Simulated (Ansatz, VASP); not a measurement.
**Two plane-wave programs on SiO2**

Contents of INCAR:

```
SYSTEM = SiO2
  ALGO = Normal
  EDIFF = 1E-6
  ENCUT = 520
  ISIF = 2
  ISMEAR = 0
  LASPH = .TRUE.
  LCHARG = .TRUE.
  LELF = .TRUE.
  LREAL = .FALSE.
  LVHAR = .TRUE.
  LWAVE = .FALSE.
  NBANDS = 25
  NELM = 60
  PREC = Accurate
  SIGMA = 0.05
```

Contents of KPOINTS:

```
k-points
0
G
  6 6 10
  0 0 0
```

The input POSCAR:

```
SiO2
1.0
    4.0181868304      0.0000000000      0.0000000000
    0.0000000000      4.0181868304      0.0000000000
    0.0000000000      0.0000000000      2.4816321865
Si O
2 4
Direct
    0.5000000000      0.5000000000      0.5000000000
    0.0000000000      0.0000000000      0.0000000000
    0.6944252994      0.6944252994      0.0000000000
    0.1944252994      0.8055747006      0.5000000000
    0.3055747006      0.3055747006      0.0000000000
    0.8055747006      0.1944252994      0.5000000000
```

Input for Ansatz:

```yaml
crystal:
  lattice:
    - [4.0181868304, 0.0, 0.0]
    - [0.0, 4.0181868304, 0.0]
    - [0.0, 0.0, 2.4816321865]
  atoms:
    - { symbol: Si, position: [0.5, 0.5, 0.5] }
    - { symbol: Si, position: [0.0, 0.0, 0.0] }
    - { symbol: O, position: [0.6944252994, 0.6944252994, 0.0] }
    - { symbol: O, position: [0.1944252994, 0.8055747006, 0.5] }
    - { symbol: O, position: [0.3055747006, 0.3055747006, 0.0] }
    - { symbol: O, position: [0.8055747006, 0.1944252994, 0.5] }
basis:
  ecutwfc: 520.0
kpoints:
  mp_grid: { grid: [6, 6, 10] }
hamiltonian:
  xc: lda
  pseudopotentials: { kind: paw, azcp: { folder: soft_1 } }
scf:
  occupations: { method: gaussian, width: 0.05 }
output:
  forces: true
  stress: true
  eigenvalues: true
```

Alike in both runs: task single point; functional LDA; k mesh 6 × 6 × 10; occupations gaussian, width 0.05 eV; no spin polarisation.

|  | VASP | Ansatz |
| --- | --- | --- |
| version | VASP 6.6.1 | Ansatz 0.2.0 |
| potentials or method | VASP PAW LDA potentials, release 64 (Si, O), cutoff 520 eV | scalar-relativistic, plane waves, PAW |
| valence electrons in the cell | 32 | 32 |

VASP gave:

```
gap on the k mesh at the Fermi level (eV) : 7.49
least direct gap on the mesh (eV)         : 7.49
rms of the force components (eV/Å)        : 0.541
```

Question: What did Ansatz give for the same quantities?

Answer: gap on the k mesh at the Fermi level (eV): 7.54; least direct gap on the mesh (eV): 7.54; rms of the force components (eV/Å): 0.510.

Ansatz warns that its potentials were made for another functional, while VASP's fit it. LDA's correlation is that of Perdew and Zunger in VASP and of Perdew and Wang (1992) in Ansatz. Atom by atom the forces differ by 0.031 eV/Å (rms over components).
